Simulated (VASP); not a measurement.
# CdSe in VASP: a series of runs, part 2 of 2

VASP 6.6.1.

## 4. Single point, r2SCAN50

This run uses another cell than the first one, of 30.68 Å³/atom.

Input file POSCAR:

```
CdSe
1.0
    0.0000000000      3.1304878824      3.1304878824
    3.1304878824      0.0000000000      3.1304878824
    3.1304878824      3.1304878824      0.0000000000
Cd Se
1 1
Direct
    0.0000000000      0.0000000000      0.0000000000
    0.2500000000      0.2500000000      0.2500000000
```

Input file INCAR.step1:

```
SYSTEM = CdSe
PREC = Accurate
ENCUT = 520
EDIFF = 1E-5
ISMEAR = -1
SIGMA = 0.05
LREAL = .False.
LASPH = .True.
NELM = 80
ALGO = Normal
ISIF = 2
LWAVE = .True.
LCHARG = .False.
NBANDS = 16
GGA = PE
```

Input file INCAR.step2:

```
SYSTEM = CdSe
PREC = Accurate
ENCUT = 520
EDIFF = 1E-6
ISMEAR = -1
SIGMA = 0.05
LREAL = .False.
LASPH = .True.
NELM = 80
ALGO = Normal
ISIF = 2
LWAVE = .False.
LCHARG = .False.
METAGGA = R2SCAN
LHFCALC = .True.
AEXX = 0.5
LMIXTAU = .True.
PRECFOCK = Normal
NBANDS = 16
ISTART = 1
```

Input file KPOINTS:

```
regular mesh
0
Gamma
  4 4 4
  0 0 0
```

Potentials or basis: VASP PAW PBE potentials, release 64 (Cd, Se).

Run with:

```
$ cat potpaw_PBE.64/Cd/POTCAR potpaw_PBE.64/Se/POTCAR > POTCAR
$ cp INCAR.step1 INCAR
$ mpirun -np 1 vasp_std > vasp.out
$ cp INCAR.step2 INCAR
$ mpirun -np 1 vasp_std > vasp.out
```

OUTCAR:

```text
SYSTEM = CdSe
   PREC = Accurate
   ENCUT = 520
   EDIFF = 1E-6
   ISMEAR = -1
   LREAL = .False.
   LASPH = .True.
   NELM = 80
   ISIF = 2
   METAGGA = R2SCAN
   LHFCALC = .True.
   AEXX = 0.5
   PRECFOCK = Normal
   ISTART = 1

 ion  position               nearest neighbor table
   1  0.000  0.000  0.000-   2 2.71   2 2.71   2 2.71   2 2.71
   2  0.250  0.250  0.250-   1 2.71   1 2.71   1 2.71   1 2.71

  LATTYP: Found a face centered cubic cell.
 ALAT       =     6.2609757648

  Lattice vectors:

 A1 = (   0.0000000000,   3.1304878824,   3.1304878824)
 A2 = (   3.1304878824,   0.0000000000,   3.1304878824)
 A3 = (   3.1304878824,   3.1304878824,   0.0000000000)

Analysis of symmetry for initial positions (statically):
=====================================================================
 Subroutine PRICEL returns:
 Original cell was already a primitive cell.

 Routine SETGRP: Setting up the symmetry group for a
 face centered cubic supercell.

 Subroutine GETGRP returns: Found 24 space group operations
 (whereof 24 operations were pure point group operations)
 out of a pool of 48 trial point group operations.

The static configuration has the point symmetry T_d .

Analysis of symmetry for dynamics (positions and initial velocities):
=====================================================================
 Subroutine PRICEL returns:
 Original cell was already a primitive cell.

 Routine SETGRP: Setting up the symmetry group for a
 face centered cubic supercell.

 Subroutine GETGRP returns: Found 24 space group operations
 (whereof 24 operations were pure point group operations)
 out of a pool of 48 trial point group operations.

The dynamic configuration has the point symmetry T_d .

 Subroutine INISYM returns: Found 24 space group operations
 (whereof 24 operations are pure point group operations),
 and found     1 'primitive' translations
[... 101 lines left out ...]
  Thomas-Fermi vector in A             =   2.223954
   LORBIT       =      0    0 simple, 1 ext, 2 COOP (PROOUT), +10 PAW based schemes
   METAGGA = R2SCAN    functional components
   LHFCALC =     T    Hartree Fock is set to
   PRECFOCK=normal    Normal, Fast or Accurate (Low or Medium for compatibility)
   ENCUT4O =  -1.0   cutoff for four orbital integrals eV
   NKREDX  =     1    reduce k-point grid by
   NKREDY  =     1    reduce k-point grid by
   NKREDZ  =     1    reduce k-point grid by
   AEXX    =    0.5000 exact exchange contribution
   HFSCREEN=    0.0000 screening length (either q_TF or 0.3 A-1)
   HFSCREENC=   0.0000 screening length for correlation (either q_TF or 0.3 A-1)
   ENCUTFOCK=  -1.0 apply spherical cutoff to Coloumb kernel
   IVDW    =     0    specifies the selected vdW correction
   LEPSILON=     F    determine dielectric tensor
   LRPA    =     F    only Hartree local field effects (RPA)
 non-spin polarized calculation
  energy-cutoff  :      520.00
  volume of cell :       61.36
 maximum number of plane-waves:      1676
 NGX is ok and might be reduce to    36
  NGX = 28; NGY = 28; NGZ = 28

 number of electron      18.0000002 magnetization

 Free energy of the ion-electron system (eV)
  ---------------------------------------------------
  ext. energy  EPLUGINS =         0.00000000
  ---------------------------------------------------
  free energy    TOTEN  =       -24.99712358 eV

  energy without entropy =      -24.99712358  energy(sigma->0) =      -24.99712358

 E-fermi :  -0.6315     XC(G=0):  -5.1077

 val. band max:       -1.7473595658   @ k =   0.0000   0.0000   0.0000
 cond. band min:       2.0451187407   @ k =   0.0000   0.0000   0.0000
 fundamental gap:      3.7924783065
 Fermi energy:        -0.6315465607

 k-point     1 :       0.0000    0.0000    0.0000
  band No.  band energies     occupation
      1     -16.2572      2.00000
      2     -12.1038      2.00000
      3     -12.1038      2.00000
      4     -12.1038      2.00000
      5     -11.8068      2.00000
      6     -11.8068      2.00000
[... 129 lines left out ...]
      3     -11.9486      2.00000
      4     -11.8385      2.00000
      5     -11.8009      2.00000
      6     -11.3167      2.00000
[... 8 lines left out ...]
     15      14.4974      0.00000
     16      15.2248      0.00000

------------------------ aborting loop because EDIFF is reached ----------------------------------------

  FORCE on cell =-STRESS in cart. coord.  units (eV):
  Direction    XX          YY          ZZ          XY          YZ          ZX
  --------------------------------------------------------------------------------------
  -------------------------------------------------------------------------------------
  Total       -1.5315995     -1.5315995     -1.5315995      0.0000000      0.0000000     -0.0000000
  in kB      -39.9935280    -39.9935280    -39.9935280      0.0000000      0.0000000     -0.0000000
  external PRESSURE =     -39.9935280 kB  Pullay stress =       0.0000000 kB

 VOLUME and BASIS-vectors are now :
 -----------------------------------------------------------------------------
  energy-cutoff  :      520.00
  volume of cell :       61.36
      direct lattice vectors                 reciprocal lattice vectors
     0.000000000  3.130487882  3.130487882    -0.159719513  0.159719513  0.159719513
     3.130487882  0.000000000  3.130487882     0.159719513 -0.159719513  0.159719513
     3.130487882  3.130487882  0.000000000     0.159719513  0.159719513 -0.159719513

 POSITION                                       TOTAL-FORCE (eV/Angst)
 -----------------------------------------------------------------------------------
      0.00000      0.00000      0.00000         0.000000      0.000000      0.000000
      1.56524      1.56524      1.56524        -0.000000     -0.000000     -0.000000
 -----------------------------------------------------------------------------------
    total drift:                                0.000017      0.000026      0.000013

  FREE ENERGIE OF THE ION-ELECTRON SYSTEM (eV)
  ---------------------------------------------------
  free  energy   TOTEN  =       -24.9971235819 eV

  energy  without entropy=      -24.9971235818  energy(sigma->0) =      -24.99712358
```

OSZICAR.step1:

```text
N       E                     dE             d eps       ncg     rms          rms(c)
DAV:   1     0.103586323178E+03    0.10359E+03   -0.87542E+03   256   0.101E+03
DAV:   2    -0.190510718451E+01   -0.10549E+03   -0.99820E+02   312   0.240E+02
DAV:   3    -0.584254551724E+01   -0.39374E+01   -0.39320E+01   288   0.484E+01
DAV:   4    -0.585963072317E+01   -0.17085E-01   -0.17084E-01   344   0.324E+00
DAV:   5    -0.585973995876E+01   -0.10924E-03   -0.10924E-03   288   0.221E-01    0.523E+00
DAV:   6    -0.547142626926E+01    0.38831E+00   -0.57762E-01   344   0.846E+00    0.430E+00
DAV:   7    -0.544910161903E+01    0.22325E-01   -0.13689E-01   312   0.244E+00    0.190E+00
DAV:   8    -0.545024552877E+01   -0.11439E-02   -0.12623E-02   288   0.130E+00    0.243E-01
DAV:   9    -0.545056144662E+01   -0.31592E-03   -0.14417E-03   312   0.443E-01    0.550E-02
DAV:  10    -0.545063282830E+01   -0.71382E-04   -0.14937E-04   336   0.148E-01    0.474E-02
DAV:  11    -0.545069399592E+01   -0.61168E-04   -0.98385E-05   312   0.606E-02    0.185E-02
DAV:  12    -0.545069389456E+01    0.10136E-06   -0.12685E-06   232   0.109E-02
   1 F= -.54506939E+01 E0= -.54504712E+01  d E =-.445319E-03
```

Wall time 7.4 min (1 thread of Intel Xeon 6975P-C (Granite Rapids), shared host); peak memory 0.23 GiB.

What came out:

```yaml
Free_energy: -24.9971 eV
Pressure: -4.0 GPa
Band_gap_on_the_k_mesh: 3.79 eV
```

Caveat: the k points lie up to 0.43 Å⁻¹ apart; the PAW data sets were made with another functional, which shifts forces and pressure a little.

## 5. Relaxation of the atoms, PBE exchange alone (the cell strained at random)

Input file INCAR:

```
SYSTEM = CdSe
  PREC = Accurate
  ENCUT = 520
  EDIFF = 1E-6
  ISMEAR = -1
  SIGMA = 0.15
  LREAL = .False.
  LASPH = .True.
  NELM = 80
  ALGO = Normal
  ISIF = 2
  LWAVE = .False.
  LCHARG = .False.
  GGA = PE
  ALDAC = 0.0
  AGGAC = 0.0
  IBRION = 2
  NSW = 80
  EDIFFG = -0.02
```

Input file KPOINTS:

```
regular mesh
0
Gamma
  6 6 6
  0 0 0
```

Input file POSCAR:

```
CdSe
1.0
   -0.0514530000      3.0147610000      3.0043180000
    3.0427970000     -0.0822670000      3.0351320000
    3.0506510000      3.0534290000     -0.0901210000
Cd Se
1 1
Direct
    0.0000000000      0.0000000000      0.0000000000
    0.2500000000      0.2500000000      0.2500000000
```

Run with:

```
$ cat potpaw_PBE.64/Cd/POTCAR potpaw_PBE.64/Se/POTCAR > POTCAR
$ mpirun -np 1 vasp_std > vasp.out
```

It took 58 s on 1 thread of Intel Xeon Platinum 8488C (Sapphire Rapids), shared host; peak memory 0.25 GiB.

The run converged. Its results:

```yaml
Free_energy: -3.3324 eV
Energy_gained_by_relaxing: 6.8 meV/atom
Ionic_steps: 3
Pressure_after_relaxing: 9.1 GPa
Largest_force_after_relaxing: 0.019 eV/Å
Band_gap_on_the_k_mesh: 0.40 eV
```

Forces in eV/Å, atoms in the order of the input:
```
Cd  -0.012  0.006  0.013
Se   0.012 -0.006 -0.013
```

Stress tensor (GPa, compression positive):
```
9.05 0.14 0.25
0.14 9.05 0.65
0.25 0.65 9.08
```

Step by step:
```
step  energy change (eV)  largest force (eV/Å)  pressure (GPa)
   1              0.0000                0.3943            9.27
   2             -0.0107                0.1737            9.13
   3             -0.0136                0.0189            9.06
```

Final structure:
```
CELL_PARAMETERS angstrom
-0.05145 3.01476 3.00432
3.04280 -0.08227 3.03513
3.05065 3.05343 -0.09012
ATOMIC_POSITIONS crystal
Cd 0.99999 0.99571 0.99476
Se 0.25000 0.25429 0.25524
```

Levels at points of the mesh, in eV from the valence-band top:
```
           k point  band 7  band 8  band 9  band 10  band 11  band 12
(0.00, 0.00, 0.00)   -0.18   -0.13    0.00     0.40     5.64     5.79
(0.50, 0.00, 0.00)   -4.31   -0.91   -0.72     2.20     6.28     6.36
(0.00, 0.50, 0.00)   -4.37   -0.85   -0.67     2.33     6.38     6.46
(0.50, 0.50, 0.00)   -4.04   -1.92   -1.79     3.10     3.62     8.82
(0.00, 0.00, 0.50)   -4.38   -0.84   -0.66     2.36     6.43     6.47
(0.50, 0.00, 0.50)   -4.05   -1.92   -1.76     3.09     3.66     8.81
(0.00, 0.50, 0.50)   -4.05   -2.01   -1.68     2.97     3.77     8.89
(0.50, 0.50, 0.50)   -4.20   -0.92   -0.85     1.98     6.13     6.15
```

Caveat: the cell differs from its parent crystal (the cell strained at random); semilocal functionals underestimate gaps, and a narrow one can read as zero.

## 6. Summary

```csv
task,level,cell,k mesh,smearing,grid for exact exchange (PRECFOCK),share of exact exchange,gap on the mesh (eV),pressure (GPa)
single point,r2SCAN50,"a = 4.371 Å, angles 60.0°, 2 atoms",4 × 4 × 4,fermi-dirac 0.05 eV,Normal,0.5,3.91,-2.3
single point,r2SCAN50,"a = 4.399 Å, angles 60.0°, 2 atoms",4 × 4 × 4,fermi-dirac 0.05 eV,Normal,0.5,3.85,-3.2
single point,r2SCAN50,"a = 4.427 Å, angles 60.0°, 2 atoms",4 × 4 × 4,fermi-dirac 0.05 eV,Normal,0.5,3.79,-4.0
relaxation of the atoms,PBE exchange alone,"atoms relaxed from a = 4.256, b = 4.299, c = 4.317 Å, angles 61.8, 61.5, 61.6°, 2 atoms",6 × 6 × 6,fermi-dirac 0.15 eV,-,-,0.40,9.1
```

Alike in all rows: potentials or basis VASP PAW PBE potentials, release 64 (Cd, Se); no spin polarisation; cutoff (eV) 520.

Caveats: some runs use coarse meshes; the PAW data sets were made with another functional, which shifts forces and pressure a little (at least some runs); semilocal functionals underestimate gaps, and a narrow one can read as zero (at least some runs).

Total energies depend on the potentials used, so only differences within one code and one set of settings carry meaning.
